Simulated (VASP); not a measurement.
Crystal: TiTe2.

```xyz
3
Lattice="3.0256 0.0000 0.0000 0.0000 3.0256 0.0000 0.0000 0.0000 9.3016" Properties=species:S:1:pos:R:3 pbc="T T T"
Ti    0.0000    0.0000    0.0000
Te    0.0000    0.0000    2.7376
Te    0.0000    0.0000    6.5641
```

Base run:

| Item | Value |
| --- | --- |
| Program | VASP 6.6.1 |
| Functional | LDA |
| Potentials or basis | VASP PAW LDA potentials, release 64 (Ti_sv, Te) |
| Cutoff | 520 eV |
| k mesh | 9 × 9 × 3 |
| Occupations | fermi-dirac, width 0.05 eV |
| Spin | no spin polarisation |
| Hubbard terms | Ti d U = 3.0 eV |

Its results: band gap on the k mesh zero (band 12 reaches 8.12 eV, above the bottom of band 13 at 5.97 eV); pressure 0.1 GPa; largest force 0.075 eV/Å.

**Question.** After a change of settings the same cell gave: band gap on the k mesh zero (band 12 reaches 8.62 eV, above the bottom of band 13 at 6.13 eV); pressure 1.9 GPa; largest force 0.071 eV/Å. Which change was it?
A. hubbard terms from Ti d U = 3.0 eV to Ti d U = 2.0 eV; further incar settings from ALGO = Normal; EDIFF = 1e-06; NBANDS = 19 to ALGO = Normal; EDIFF = 1e-07; NBANDS = 19
B. hubbard terms from Ti d U = 3.0 eV to Ti d U = 6.0 eV
C. hubbard terms from Ti d U = 3.0 eV to none

**Answer.** B.

Caveats: spin-orbit coupling is left out, which moves the levels of the heavy elements; U without spin polarisation on a metal has little footing; the U is typed as a test and isn't derived for this compound.
